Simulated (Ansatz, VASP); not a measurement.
## Two plane-wave programs on NiGe

```
CELL_PARAMETERS angstrom
0.00000 3.02977 3.02977
3.02977 0.00000 3.02977
3.02977 3.02977 0.00000
ATOMIC_POSITIONS crystal
Ni 0.50000 0.50000 0.50000
Ni 0.75000 0.75000 0.75000
Ge 0.00000 0.00000 0.00000
Ge 0.25000 0.25000 0.25000
```

Alike in both runs: task relaxation of cell and atoms; functional r2SCAN; k mesh 6 × 6 × 6; occupations gaussian, width 0.1 eV; no spin polarisation.

|  | VASP | Ansatz |
| --- | --- | --- |
| version | VASP 6.6.1 | Ansatz 0.2.0 |
| potentials or method | VASP PAW PBE potentials, release 64 (Ni, Ge_d), cutoff 600 eV | scalar-relativistic, plane waves, PAW |
| valence electrons in the cell | 48 | 64 |

```tsv
	VASP	Ansatz	Ansatz less VASP
gap on the k mesh at the Fermi level, each at its own relaxed structure (eV)	none	none	-
relaxed volume (Å³/atom)	13.18	13.18	+0.003
relaxed cell length with the largest relative difference (Å)	4.209	4.209	+0.0003
```

VASP's potentials were made for PBE, not for r2SCAN. A gap of «none» marks a metal or a gap that the smearing closes. VASP's potentials hold 48 valence electrons a cell and Ansatz's 64, so a difference there can come from the potentials and not from the codes.
